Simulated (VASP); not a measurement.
Set up this calculation in VASP 6.6.1, as the native input.

* Task: single point
* Functional: RPBE
* Potentials or basis: VASP PAW PBE potentials, release 64 (Ru_pv)
* Cutoff: 520 eV
* k mesh: 10 × 10 × 10
* Occupations: fermi-dirac, width 0.1 eV
* Spin: no spin polarisation
* Dipole correction: no
* Further INCAR settings: ALGO = Normal; EDIFF = 1e-06; NBANDS = 21

The structure of Ru lies in POSCAR:

```
Ru
1.0
    0.0000000000      2.7437920177      2.7437920177
    2.7437920177      0.0000000000      2.7437920177
    2.7437920177      2.7437920177      0.0000000000
Ru
2
Direct
    0.1250000000      0.1250000000      0.1250000000
    0.8750000000      0.8750000000      0.8750000000
```

One way to write it, as run:

INCAR

```
PREC = Accurate
ENCUT = 520
EDIFF = 1E-6
ISMEAR = -1
SIGMA = 0.1
LREAL = False
LASPH = True
NELM = 100
ALGO = Normal
ISIF = 2
LWAVE = False
LCHARG = False
GGA = RP
NBANDS = 21
```

KPOINTS

```
Automatic mesh
0
Gamma
  10 10 10
```

Potentials or basis: VASP PAW PBE potentials, release 64 (Ru_pv).

Launch:

```sh
$ cat potpaw_PBE.64/Ru_pv/POTCAR > POTCAR
$ mpirun -np 1 vasp_std > vasp.out
```

Results of the run:

```yaml
Pressure: 0.3 GPa
Band_gap_on_the_k_mesh: zero (band 14 reaches 7.36 eV, above the bottom of band 15 at 6.43 eV)
```

Caveat: the PAW data sets were made with another functional, which shifts forces and pressure a little.

It took 36 s on 1 thread of Intel(R) Xeon(R) Platinum 8259CL CPU @ 2.50GHz (Skylake/Cascade Lake) (shared host), peak memory 0.18 GiB.
